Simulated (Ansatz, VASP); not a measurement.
## Two plane-wave programs on TaN

The input INCAR:

```
SYSTEM = TaN
PREC = Accurate
ENCUT = 700
EDIFF = 1E-6
ISMEAR = -1
SIGMA = 0.05
LREAL = .FALSE.
LASPH = .TRUE.
NELM = 120
ALGO = Normal
ISIF = 2
LWAVE = .FALSE.
LCHARG = .FALSE.
GGA = PE
NBANDS = 16
GGA_COMPAT = .FALSE.
```

File KPOINTS:

```
Automatic mesh
0
G
  10 10 10
  0 0 0
```

File POSCAR:

```
TaN
1.0
    0.0000000000      2.1934322028      2.1934322028
    2.1934322028      0.0000000000      2.1934322028
    2.1934322028      2.1934322028      0.0000000000
Ta N
1 1
Direct
    0.5000000000      0.5000000000      0.5000000000
    0.0000000000      0.0000000000      0.0000000000
```

The input input.yaml:

```yaml
crystal:
  lattice:
    - [0.0, 2.1934322028, 2.1934322028]
    - [2.1934322028, 0.0, 2.1934322028]
    - [2.1934322028, 2.1934322028, 0.0]
  atoms:
    - { symbol: Ta, position: [0.5, 0.5, 0.5] }
    - { symbol: "N", position: [0.0, 0.0, 0.0] }
hamiltonian:
  xc: pbe
  pseudopotentials: { kind: paw, azcp: { folder: soft_1 } }
kpoints:
  mp_grid: { grid: [10, 10, 10] }
scf:
  occupations: { method: fermi_dirac, width: 0.05 }
output:
  forces: true
  stress: true
  eigenvalues: true
  write_density: true
  write_potential: true
  elf: true
  volumetric_format: npy
```

Alike in both runs: task single point; functional PBE; k mesh 10 × 10 × 10; occupations fermi-dirac, width 0.05 eV; no spin polarisation.

```csv
,VASP,Ansatz
version,VASP 6.6.1,Ansatz 0.2.0
potentials or method,"VASP PAW PBE potentials, release 64 (Ta_sv_GW, N)",Ansatz PAW soft_1
plane-wave cutoff (eV),700,420
valence electrons in the cell,18,18
```

```tsv
	VASP	Ansatz	Ansatz less VASP
gap on the k mesh at the Fermi level (eV)	none	none	-
pressure (GPa)	6.9	6.8	-0.18
```

A gap of «none» marks a metal or a gap that the smearing closes.

Neither program's run includes spin-orbit coupling.
